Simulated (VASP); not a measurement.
# W (Im-3m) in VASP: a series of runs

The runs below take W through single point, relaxation of cell and atoms, with r2SCAN+rVV10.

Program: VASP 6.6.1. These are calculated values, not measurements. Logs are shortened: lines on timing, memory, paths and dates and some standing lists are left out, and cuts for length are marked.

## Step 1: The cell of the first run

Symmetry: Im-3m, No. 229, cubic system. Conventional cell: a = 3.201 Å, b = 3.201 Å, c = 3.201 Å, α = 90.00°, β = 90.00°, γ = 90.00°. W (site symmetry m-3m) has 14 W at 2.77 to 3.20 Å within 3.7 Å.

## Step 2: Single point, r2SCAN+rVV10

POSCAR reads:

```
W
1.0
   -1.6007500000      1.6007500000      1.6007500000
    1.6007500000     -1.6007500000      1.6007500000
    1.6007500000      1.6007500000     -1.6007500000
W
1
Direct
    0.0000000000      0.0000000000      0.0000000000
```

INCAR.step1 reads:

```
SYSTEM = W
  PREC = Accurate
  ENCUT = 520
  ISMEAR = 0
  SIGMA = 0.1
  LREAL = .False.
  LASPH = .True.
  NELM = 80
  NBANDS = 13
  GGA = PE
  ALGO = Normal
  EDIFF = 1E-4
  LWAVE = .True.
  LCHARG = .False.
```

INCAR.step2 reads:

```
SYSTEM = W
  PREC = Accurate
  ENCUT = 520
  EDIFF = 1E-7
  ISMEAR = 0
  SIGMA = 0.1
  LREAL = .False.
  LASPH = .True.
  NELM = 80
  ALGO = Normal
  ISIF = 2
  LWAVE = .False.
  LCHARG = .True.
  METAGGA = R2SCAN
  LMIXTAU = .True.
  LUSE_VDW = .True.
  IVDW_NL = 2
  BPARAM = 11.95
  CPARAM = 0.0093
  LELF = .True.
  LVHAR = .True.
  NBANDS = 13
  ISTART = 1
```

KPOINTS reads:

```
Automatic mesh
0
Gamma
  8 8 8
  0 0 0
```

Potentials or basis: VASP PAW PBE potentials, release 64 (W_sv).

On the command line:

```console
> cat potpaw_PBE.64/W_sv/POTCAR > POTCAR
> cp INCAR.step1 INCAR
> mpirun -np 1 vasp_std > vasp.out
> cp INCAR.step2 INCAR
> mpirun -np 1 vasp_std > vasp.out
```

OUTCAR:

```text
SYSTEM = W
   PREC = Accurate
   ENCUT = 520
   EDIFF = 1E-7
   ISMEAR = 0
   LREAL = .False.
   LASPH = .True.
   NELM = 80
   ISIF = 2
   METAGGA = R2SCAN
   IVDW_NL = 2
   BPARAM = 11.95
   ISTART = 1

 ion  position               nearest neighbor table
   1  0.000  0.000  0.000-

  LATTYP: Found a body centered cubic cell.
 ALAT       =     3.2015000000

  Lattice vectors:

 A1 = (  -1.6007500000,   1.6007500000,   1.6007500000)
 A2 = (   1.6007500000,  -1.6007500000,   1.6007500000)
 A3 = (   1.6007500000,   1.6007500000,  -1.6007500000)

Analysis of symmetry for initial positions (statically):
=====================================================================
 Subroutine PRICEL returns:
 Original cell was already a primitive cell.

 Routine SETGRP: Setting up the symmetry group for a
 body centered cubic supercell.

 Subroutine GETGRP returns: Found 48 space group operations
 (whereof 48 operations were pure point group operations)
 out of a pool of 48 trial point group operations.

The static configuration has the point symmetry O_h .

Analysis of symmetry for dynamics (positions and initial velocities):
=====================================================================
 Subroutine PRICEL returns:
 Original cell was already a primitive cell.

 Routine SETGRP: Setting up the symmetry group for a
 body centered cubic supercell.

 Subroutine GETGRP returns: Found 48 space group operations
 (whereof 48 operations were pure point group operations)
 out of a pool of 48 trial point group operations.

The dynamic configuration has the point symmetry O_h .

 Subroutine INISYM returns: Found 48 space group operations
 (whereof 48 operations are pure point group operations),
 and found     1 'primitive' translations

----------------------------------------------------------------------------------------

                                     Primitive cell

  volume of cell :      16.4071

  direct lattice vectors                    reciprocal lattice vectors
    -1.600750000  1.600750000  1.600750000     0.000000000  0.312353584  0.312353584
     1.600750000 -1.600750000  1.600750000     0.312353584  0.000000000  0.312353584
     1.600750000  1.600750000 -1.600750000     0.312353584  0.312353584  0.000000000

  length of vectors
     2.772580330  2.772580330  2.772580330     0.441734675  0.441734675  0.441734675

  position of ions in fractional coordinates (direct lattice)
     0.000000000  0.000000000  0.000000000

[... 84 lines left out ...]
   TEBEG  =    0.0;   TEEND  =   0.0 temperature during run
   PSTRESS=    0.0 pullay stress
   NELECT =      14.0000    total number of electrons
   NUPDOWN=      -1.0000    fix difference up-down
   EMIN   =  10.00;   EMAX   =-10.00  energy-range for DOS
   EFERMI =   0.00;   METHOD = LEGACY
   ISMEAR =     0;   SIGMA  =   0.10  broadening in eV -4-tet -1-fermi 0-gaus
   EFERMI_NEDOS =   21; number of points for ismear=-14 and -15
   IALGO  =     38    algorithm
   IMIX   =      4    mixing-type and parameters
     AMIX     =   0.40;   BMIX     =  1.00
     AMIX_MAG =   1.60;   BMIX_MAG =  1.00
  volume/ion in A,a.u.               =      16.41       110.72
  Fermi-wavevector in a.u.,A,eV,Ry     =   1.552771  2.934311 32.804965  2.411097
  Thomas-Fermi vector in A             =   2.657098
   LORBIT       =      0    0 simple, 1 ext, 2 COOP (PROOUT), +10 PAW based schemes
   METAGGA = R2SCAN    functional components
   LHFCALC =     F    Hartree Fock is set to
   AEXX    =    0.0000 exact exchange contribution
   IVDW_NL    =     2    kernel type
   BPARAM     =11.9500
   IVDW    =     0    specifies the selected vdW correction
   LEPSILON=     F    determine dielectric tensor
   LRPA    =     F    only Hartree local field effects (RPA)
 non-spin polarized calculation
 Gauss-broadening in eV      SIGMA  =   0.10
  energy-cutoff  :      520.00
  volume of cell :       16.41
 maximum number of plane-waves:       466
 NGX is ok and might be reduce to    24
   NGX = 11   NGY = 11   NGZ = 11

 number of electron      14.0000002 magnetization

 Free energy of the ion-electron system (eV)
  ---------------------------------------------------
  ext. energy  EPLUGINS =         0.00000000
  ---------------------------------------------------
  free energy    TOTEN  =       -51.12951757 eV

  energy without entropy =      -51.12951751  energy(sigma->0) =      -51.12951754

 E-fermi :  10.6161     XC(G=0): -14.7531

 val. band max:       10.2883941851   @ k =   0.1250   0.0000   0.0000
 cond. band min:      10.9489709360   @ k =   0.5000   0.5000   0.2500
 fundamental gap:      0.6605767509
 Fermi energy:        10.6160715606

 k-point     1 :       0.0000    0.0000    0.0000
  band No.  band energies     occupation
      1     -65.3418      2.00000
      2     -28.2540      2.00000
      3     -28.2540      2.00000
      4     -28.2540      2.00000
      5       0.8415      2.00000
      6       9.5693      2.00000
      7       9.5693      2.00000
      8       9.5694      2.00000
      9      13.2908      0.00000
     10      13.2908      0.00000
     11      25.9536      0.00000
     12      25.9536      0.00000
     13      25.9536      0.00000
[... 354 lines left out ...]
  band No.  band energies     occupation
      1     -65.1800      2.00000
      2     -29.1720      2.00000
      3     -28.8278      2.00000
      4     -28.7128      2.00000
      5       6.1941      2.00000
      6       7.0483      2.00000
      7      10.2365      2.00000
      8      11.0720      0.00000
      9      14.4903      0.00000
     10      15.2363      0.00000
     11      24.6207      0.00000
     12      27.0618      0.00000
     13      28.4223      0.00000

 [... further k-points ...]

------------------------ aborting loop because EDIFF is reached ----------------------------------------

  FORCE on cell =-STRESS in cart. coord.  units (eV):
  Direction    XX          YY          ZZ          XY          YZ          ZX
  --------------------------------------------------------------------------------------
  -------------------------------------------------------------------------------------
  Total       -0.9874070     -0.9874070     -0.9874070     -0.0000000      0.0000000      0.0000000
  in kB      -96.4220249    -96.4220249    -96.4220249     -0.0000000      0.0000000      0.0000000
  external PRESSURE =     -96.4220249 kB  Pullay stress =       0.0000000 kB

 VOLUME and BASIS-vectors are now :
 -----------------------------------------------------------------------------
  energy-cutoff  :      520.00
  volume of cell :       16.41
      direct lattice vectors                 reciprocal lattice vectors
    -1.600750000  1.600750000  1.600750000     0.000000000  0.312353584  0.312353584
     1.600750000 -1.600750000  1.600750000     0.312353584  0.000000000  0.312353584
     1.600750000  1.600750000 -1.600750000     0.312353584  0.312353584  0.000000000

 POSITION                                       TOTAL-FORCE (eV/Angst)
 -----------------------------------------------------------------------------------
      0.00000      0.00000      0.00000         0.000000      0.000000     -0.000000
 -----------------------------------------------------------------------------------
    total drift:                                0.000000      0.000000      0.000000

  FREE ENERGIE OF THE ION-ELECTRON SYSTEM (eV)
  ---------------------------------------------------
  free  energy   TOTEN  =       -51.1295175734 eV

  energy  without entropy=      -51.1295175081  energy(sigma->0) =      -51.12951754
```

OUTCAR.step1:

```text
SYSTEM = W
   PREC = Accurate
   ENCUT = 520
   ISMEAR = 0
   LREAL = .False.
   LASPH = .True.
[... 601 lines left out ...]
 POSITION                                       TOTAL-FORCE (eV/Angst)
 -----------------------------------------------------------------------------------
      0.00000      0.00000      0.00000         0.000000      0.000000      0.000000
 -----------------------------------------------------------------------------------
    total drift:                                0.000000      0.000000      0.000000

  FREE ENERGIE OF THE ION-ELECTRON SYSTEM (eV)
  ---------------------------------------------------
  free  energy   TOTEN  =       -12.9531825169 eV

  energy  without entropy=      -12.9531806955  energy(sigma->0) =      -12.95318161
```

Run time: 25 s. Hardware: 1 thread of Intel Xeon 6975P-C (Granite Rapids), shared host; peak memory 0.21 GiB.

Results:

| Property | Result |
| --- | --- |
| Free energy | -51.1295 eV |
| Pressure | -9.6 GPa |
| Band gap on the k mesh | zero (band 7 reaches 15.89 eV, above the bottom of band 8 at 9.57 eV) |

Levels at points of the mesh, in eV from the Fermi level:
| k point | band 3 | band 4 | band 5 | band 6 | band 7 | band 8 | band 9 | band 10 | band 11 | band 12 |
| --- | --- | --- | --- | --- | --- | --- | --- | --- | --- | --- |
| (0.00, 0.00, 0.00) | -38.87 | -38.87 | -9.77 | -1.05 | -1.05 | -1.05 | 2.67 | 2.67 | 15.34 | 15.34 |
| (0.50, 0.00, 0.00) | -39.27 | -38.88 | -6.16 | -3.41 | 0.57 | 2.49 | 3.50 | 6.22 | 11.28 | 12.15 |
| (0.50, 0.50, 0.50) | -39.73 | -39.73 | -5.56 | -5.56 | 5.28 | 5.28 | 5.28 | 8.42 | 8.42 | 8.42 |

Caveat: the PAW data sets were made with another functional, which shifts forces and pressure a little; spin-orbit coupling is left out, which moves the levels of the heavy elements.

(Continued in part 2 of 3.)
